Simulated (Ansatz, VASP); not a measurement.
Rh in VASP and in Ansatz

```
CELL_PARAMETERS angstrom
0.00000 1.91595 1.91595
1.91595 0.00000 1.91595
1.91595 1.91595 0.00000
ATOMIC_POSITIONS crystal
Rh 0.00000 0.00000 0.00000
```

Alike in both runs: functional PBE; k mesh 20 × 20 × 20; occupations fermi-dirac, width 0.1 eV; no spin polarisation.

Ansatz relaxed the structure, and its values are those at the end. VASP's run is a single point on that final structure, the one shown.

|  | VASP | Ansatz |
| --- | --- | --- |
| version | VASP 6.6.1 | Ansatz 0.2.0 |
| potentials or method | VASP PAW PBE potentials, release 64 (Rh_pv) | plane waves, PAW |
| plane-wave cutoff (eV) | 500 | 420 |
| valence electrons in the cell | 15 | 17 |

```tsv
	VASP	Ansatz	Ansatz less VASP
pressure (GPa)	0.1	0.0	-0.08
```

The functional is the same, so the differences come from potentials, cutoffs and numerics. VASP's potentials hold 15 valence electrons a cell and Ansatz's 17, so a difference there can come from the potentials and not from the codes.
